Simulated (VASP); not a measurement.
A run of VASP 6.6.1:

Contents of INCAR:

```
SYSTEM = Ti
PREC = Accurate
ENCUT = 520
EDIFF = 1E-6
ISMEAR = 0
SIGMA = 0.15
LREAL = .False.
LASPH = .True.
NELM = 100
ALGO = Fast
ISIF = 2
LWAVE = .False.
LCHARG = .True.
GGA = PE
LELF = .True.
LVHAR = .True.
NBANDS = 12
```

The input KPOINTS:

```
regular mesh
0
Gamma
  20 20 20
  0 0 0
```

The input POSCAR:

```
Ti
1.0
   -1.6872708295      1.6872708295      1.6276186075
    1.6872708295     -1.6872708295      1.6276186075
    1.5679663855      1.5679663855     -1.6276186075
Ti
1
Direct
    0.0000000000      0.0000000000      0.0000000000
```

Potentials or basis: VASP PAW PBE potentials, release 64 (Ti_sv).

Run with:

```console
$ cat potpaw_PBE.64/Ti_sv/POTCAR > POTCAR
$ mpirun -np 1 vasp_std > vasp.out
```

Hardware: 1 thread of Intel Xeon 6975P-C, with other jobs on the host.

Q: How long does it take, and how much memory?

A: Wall time 4.1 min on 1 thread of Intel Xeon 6975P-C (shared host), peak memory 0.34 GiB. Counts: scf iterations 20, k points 1166.
